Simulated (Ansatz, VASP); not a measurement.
## Two plane-wave programs on Hf4Pt

```
CELL_PARAMETERS angstrom
4.83598 0.00000 0.00000
-2.41799 4.18808 0.00000
0.00000 0.00000 5.59990
ATOMIC_POSITIONS crystal
Hf 0.33333 0.66667 0.75924
Hf 0.33333 0.66667 0.24076
Hf 0.66667 0.33333 0.24076
Hf 0.66667 0.33333 0.75924
Pt 0.00000 0.00000 0.00000
```

Alike in both runs: task relaxation of cell and atoms; functional PBE; k mesh 6 × 6 × 4; occupations gaussian, width 0.1 eV; no spin polarisation.

|  | VASP | Ansatz |
| --- | --- | --- |
| version | VASP 6.6.1 | Ansatz 0.2.0 |
| potentials or method | VASP PAW PBE potentials, release 64 (Hf_pv, Pt), cutoff 600 eV | scalar-relativistic, plane waves, PAW |
| valence electrons in the cell | 50 | 122 |

Ansatz gave:

| Quantity | Value |
| --- | --- |
| gap on the k mesh at the Fermi level, each at its own relaxed structure (eV) | none |
| relaxed volume (Å³/atom) | 22.77 |
| relaxed length of the cell vector where the two differ most in proportion (Å) | 5.584 |

Problem. Which values does VASP return?

Solution. gap on the k mesh at the Fermi level, each at its own relaxed structure (eV): none; relaxed volume (Å³/atom): 22.63; relaxed length of the cell vector where the two differ most in proportion (Å): 5.573.

A gap of «none» marks a metal or a gap that the smearing closes. VASP's potentials hold 50 valence electrons a cell and Ansatz's 122, so a difference there can come from the potentials and not from the codes.

Neither program's run includes spin-orbit coupling.
